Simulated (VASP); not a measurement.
# HC12 (a cell with a defect) in VASP: notebook, part 2 of 2

VASP 6.6.1.

### 3 Single point, LDA

Input file INCAR:

```
  PREC = Accurate
  ENCUT = 520
  EDIFF = 1E-6
  ISMEAR = 0
  SIGMA = 0.05
  LREAL = F
  LASPH = T
  NELM = 60
  ALGO = Normal
  ISIF = 2
  LWAVE = F
  LCHARG = F
  NELECT = 48.0
  NBANDS = 36
```

Input file KPOINTS:

```
regular mesh
0
Gamma
  6 6 6
```

Input file POSCAR:

```
HC12
1.0
    1.7657489870     -3.5314979740     -1.7657489870
    3.5314979740     -1.7657489870      1.7657489870
   -1.7657489870     -3.5314979740      1.7657489870
C H
12 1
Direct
    0.2500000000      1.0000000000      0.2500000000
    0.0833333333      0.3333333333      0.7500000000
    0.9166666667      0.6666666667      0.2500000000
    0.7500000000      1.0000000000      0.7500000000
    0.5833333333      0.3333333333      0.2500000000
    0.4166666667      0.6666666667      0.7500000000
    0.9583333333      0.3333333333      0.1250000000
    0.7916666667      0.6666666667      0.6250000000
    0.6250000000      1.0000000000      0.1250000000
    0.4583333333      0.3333333333      0.6250000000
    0.2916666667      0.6666666667      0.1250000000
    0.1250000000      1.0000000000      0.6250000000
    1.0277777778      0.1944444444      0.3333333333
```

Potentials or basis: VASP PAW LDA potentials, release 64 (C, H).

Launch:

```bash
$ cat potpaw_LDA.64/C/POTCAR potpaw_LDA.64/H/POTCAR > POTCAR
$ mpirun -np 1 vasp_std > vasp.out
```

OUTCAR:

```text
PREC = Accurate
   ENCUT = 520
   EDIFF = 1E-6
   ISMEAR = 0
   LREAL = F
   LASPH = T
   NELM = 60
   ISIF = 2
   NELECT = 48.0

 ion  position               nearest neighbor table
   1  0.250  0.000  0.250-  13 0.91  11 1.53   7 1.53  12 1.53   9 1.53
   2  0.083  0.333  0.750-  12 1.53   8 1.53  10 1.53   7 1.53
   3  0.917  0.667  0.250-   8 1.53   9 1.53  11 1.53   7 1.53
   4  0.750  0.000  0.750-   8 1.53   9 1.53  10 1.53  12 1.53
   5  0.583  0.333  0.250-   9 1.53   7 1.53  10 1.53  11 1.53
   6  0.417  0.667  0.750-   8 1.53  11 1.53  12 1.53  10 1.53
   7  0.958  0.333  0.125-  13 1.04   2 1.53   5 1.53   1 1.53   3 1.53
   8  0.792  0.667  0.625-   4 1.53   3 1.53   2 1.53   6 1.53
   9  0.625  0.000  0.125-   5 1.53   3 1.53   4 1.53   1 1.53
  10  0.458  0.333  0.625-   2 1.53   4 1.53   5 1.53   6 1.53
  11  0.292  0.667  0.125-   1 1.53   3 1.53   5 1.53   6 1.53
  12  0.125  0.000  0.625-  13 1.46   2 1.53   4 1.53   6 1.53   1 1.53
  13  0.028  0.194  0.333-   1 0.91   7 1.04  12 1.46

  LATTYP: Found a base centered monoclinic cell.
 ALAT       =     4.3251840320
 B/A-ratio  =     1.7320508076
 C/A-ratio  =     1.0000000000
 COS(beta)  =    -0.3333333333

  Lattice vectors:

 A1 = (   1.7657489870,   1.7657489870,   3.5314979740)
 A2 = (  -3.5314979740,   1.7657489870,  -1.7657489870)
 A3 = (  -1.7657489870,  -3.5314979740,   1.7657489870)

Analysis of symmetry for initial positions (statically):
=====================================================================
 Subroutine PRICEL returns:
 Original cell was already a primitive cell.

 Routine SETGRP: Setting up the symmetry group for a
 base centered monoclinic supercell.

 Subroutine GETGRP returns: Found  1 space group operations
 (whereof  1 operations were pure point group operations)
 out of a pool of  4 trial point group operations.

The static configuration has the point symmetry C_1 .

Analysis of symmetry for dynamics (positions and initial velocities):
[... 163 lines left out ...]
   LRPA    =     F    only Hartree local field effects (RPA)
 non-spin polarized calculation
 Gauss-broadening in eV      SIGMA  =   0.05
  energy-cutoff  :      520.00
  volume of cell :       66.06
 maximum number of plane-waves:      1807
   NGX = 17   NGY = 17   NGZ = 17

 number of electron      47.9999999 magnetization

 Free energy of the ion-electron system (eV)
  ---------------------------------------------------
  ext. energy  EPLUGINS =         0.00000000
  ---------------------------------------------------
  free energy    TOTEN  =      -129.95507879 eV

  energy without entropy =     -129.95507879  energy(sigma->0) =     -129.95507879

 E-fermi :  10.5806     XC(G=0): -13.6361

 val. band max:       10.3443619543   @ k =   0.0000   0.0000   0.0000
 cond. band min:      13.7491827777   @ k =  -0.3333   0.3333   0.3333
 fundamental gap:      3.4048208233
 Fermi energy:        10.5805811420

 k-point     1 :       0.0000    0.0000    0.0000
  band No.  band energies     occupation
      1     -12.6292      2.00000
      2      -7.8268      2.00000
      3      -5.1103      2.00000
      4      -3.9949      2.00000
      5      -3.5184      2.00000
      6      -3.4181      2.00000
[... 925 lines left out ...]
     35      19.7014      0.00000
     36      20.6331      0.00000

 [... further k-points ...]

------------------------ aborting loop because EDIFF is reached ----------------------------------------

  FORCE on cell =-STRESS in cart. coord.  units (eV):
  Direction    XX          YY          ZZ          XY          YZ          ZX
  --------------------------------------------------------------------------------------
  -------------------------------------------------------------------------------------
  Total       -5.6795083     -5.6646174      0.4014880      4.6647793      2.3919791      2.4199326
  in kB     -137.7378104   -137.3766811      9.7367710    113.1288948     58.0095920     58.6875131
  external PRESSURE =     -88.4592401 kB  Pullay stress =       0.0000000 kB

 VOLUME and BASIS-vectors are now :
 -----------------------------------------------------------------------------
  energy-cutoff  :      520.00
  volume of cell :       66.06
      direct lattice vectors                 reciprocal lattice vectors
     1.765748987 -3.531497974 -1.765748987     0.047194326 -0.141582978 -0.235971630
     3.531497974 -1.765748987  1.765748987     0.188777304  0.000000000  0.188777304
    -1.765748987 -3.531497974  1.765748987    -0.141582978 -0.141582978  0.141582978

 POSITION                                       TOTAL-FORCE (eV/Angst)
 -----------------------------------------------------------------------------------
      0.00000     -1.76575      0.00000        -3.241395     -3.285496    -15.158021
     -0.00000     -3.53150      1.76575         0.118228     -0.246169     -0.763068
      3.53150     -5.29725     -0.00000         0.173744     -0.339702      0.408393
      0.00000     -5.29725      0.00000        -0.156922      0.332824      0.020776
      1.76575     -3.53150      0.00000        -0.284042      0.267083      0.536532
      1.76575     -5.29725      1.76575         0.267886      0.109205     -0.264226
      2.64862     -4.41437     -0.88287         6.191690      6.314631      1.589133
      2.64862     -6.18012      0.88287        -0.217883     -0.267335      0.483243
      0.88287     -2.64862     -0.88287         0.592928      0.027811     -0.006827
      0.88287     -4.41437      0.88287        -0.147514     -0.156583      0.265528
      2.64862     -2.64862      0.88287         0.201771      0.655018      0.132208
     -0.88287     -2.64862      0.88287        -1.967487     -1.891117      0.757072
      0.14715     -1.61860      0.88287        -1.531002     -1.520171     11.999259
 -----------------------------------------------------------------------------------
    total drift:                                0.000164      0.000117     -0.000330

  FREE ENERGIE OF THE ION-ELECTRON SYSTEM (eV)
  ---------------------------------------------------
  free  energy   TOTEN  =      -129.9550787881 eV

  energy  without entropy=     -129.9550787881  energy(sigma->0) =     -129.95507879
```

OSZICAR:

```text
N       E                     dE             d eps       ncg     rms          rms(c)
DAV:   1     0.104346832288E+03    0.10435E+03   -0.25597E+04  8064   0.131E+03
DAV:   2    -0.125850083291E+03   -0.23020E+03   -0.21774E+03 10488   0.259E+02
DAV:   3    -0.134638154996E+03   -0.87881E+01   -0.87283E+01 10692   0.466E+01
DAV:   4    -0.134732184971E+03   -0.94030E-01   -0.93811E-01 10520   0.540E+00
DAV:   5    -0.134734069005E+03   -0.18840E-02   -0.18825E-02 10340   0.703E-01    0.149E+01
DAV:   6    -0.131303824538E+03    0.34302E+01   -0.22984E+00  9356   0.729E+00    0.870E+00
DAV:   7    -0.129957532938E+03    0.13463E+01   -0.30939E+00  9724   0.841E+00    0.184E+00
DAV:   8    -0.129955330145E+03    0.22028E-02   -0.91937E-02 10092   0.157E+00    0.506E-01
DAV:   9    -0.129955157242E+03    0.17290E-03   -0.32839E-03 10152   0.337E-01    0.804E-02
DAV:  10    -0.129955078040E+03    0.79202E-04   -0.48453E-04  9956   0.113E-01    0.260E-02
DAV:  11    -0.129955079590E+03   -0.15501E-05   -0.29621E-05 10380   0.335E-02    0.150E-02
DAV:  12    -0.129955078788E+03    0.80194E-06   -0.63093E-06 10020   0.134E-02
   1 F= -.12995508E+03 E0= -.12995508E+03  d E =-.264591E-13
```

It took 77 s on 1 thread of Intel Xeon 6975P-C (Granite Rapids), shared host; peak memory 0.27 GiB.

What came out:

```
Free energy   : -129.9551 eV
Largest force : 15.845 eV/Å
```

Forces on the atoms (eV/Å):
```
C    -3.241  -3.285 -15.158
C     0.118  -0.246  -0.763
C     0.174  -0.340   0.408
C    -0.157   0.333   0.021
C    -0.284   0.267   0.537
C     0.268   0.109  -0.264
C     6.192   6.315   1.589
C    -0.218  -0.267   0.483
C     0.593   0.028  -0.007
C    -0.148  -0.157   0.266
C     0.202   0.655   0.132
C    -1.967  -1.891   0.757
H    -1.531  -1.520  11.999
```

Caveat: the cell carries a net charge on a neutralising background, which shifts energy and pressure; the cell is charged against a uniform background, so pressure and absolute levels hang on convention.

### 4 Single point, LDA

Input file INCAR:

```
SYSTEM = HC12
ALGO = Normal
EDIFF = 1E-7
ENCUT = 520
GGA = CA
ISIF = 2
ISMEAR = 0
LASPH = .TRUE.
LCHARG = .TRUE.
LELF = .TRUE.
LREAL = .FALSE.
LVHAR = .TRUE.
LWAVE = .FALSE.
NBANDS = 36
NELECT = 48.0
NELM = 60
PREC = Accurate
SIGMA = 0.05
```

Input file KPOINTS:

```
k-points
0
G
  6 6 6
  0 0 0
```

Changes to POSCAR since step 3:

```diff
@@ -20,2 +20,2 @@
     0.1250000000      1.0000000000      0.6250000000
-    1.0277777778      0.1944444444      0.3333333333
+    1.1250000000      0.4166666667      0.2083333333
```

Launch:

```bash
$ cat potpaw_LDA.64/C/POTCAR potpaw_LDA.64/H/POTCAR > POTCAR
$ mpirun -np 1 vasp_std > vasp.out
```

Run time: 98 s. Hardware: 1 thread of Intel Xeon 6975P-C (Granite Rapids), shared host; peak memory 0.27 GiB.

The run converged. Its results:

| Quantity | Value |
| --- | --- |
| Free energy | -130.9725 eV |
| Largest force | 9.571 eV/Å |

Forces on the atoms (eV/Å):
```
C   -1.635 -0.544 -0.598
C    0.434  0.034 -0.194
C    3.860 -0.422  8.748
C    0.264  0.239 -0.273
C   -0.352 -1.153  0.381
C    0.187  0.431 -0.175
C   -2.422  5.498 -1.548
C   -0.513 -0.449  0.598
C    0.430  0.651 -1.102
C   -0.146 -0.234  0.122
C    2.065 -0.925 -0.747
C   -0.368 -0.227  0.358
H   -1.803 -2.899 -5.569
```

Levels at points of the mesh, in eV from the Fermi level:
```tsv
k point	band 21	band 22	band 23	band 24	band 25	band 26	band 27	band 28
(0.00, 0.00, 0.00)	-3.33	-0.39	-0.23	-0.22	4.06	5.08	5.24	5.85
(0.50, 0.00, 0.00)	-4.53	-4.46	-2.62	-2.11	4.45	5.94	6.36	6.60
(0.50, 0.50, 0.00)	-4.66	-4.35	-2.39	-2.14	3.74	5.98	6.39	6.56
(0.00, 0.50, 0.00)	-3.20	-3.09	-1.76	-1.53	3.36	4.46	6.39	7.09
(0.00, 0.00, 0.50)	-2.93	-2.73	-1.57	-1.55	5.19	6.19	6.73	7.07
(0.50, 0.00, 0.50)	-3.86	-3.61	-3.09	-3.07	3.77	4.34	5.31	5.89
(0.50, 0.50, 0.50)	-3.74	-3.64	-3.10	-3.07	3.17	4.47	5.34	5.66
(0.00, 0.50, 0.50)	-4.72	-4.53	-4.03	-4.00	3.88	5.57	5.81	6.19
```

Caveat: the cell carries a net charge on a neutralising background, which shifts energy and pressure; the cell is charged against a uniform background, so pressure and absolute levels hang on convention.
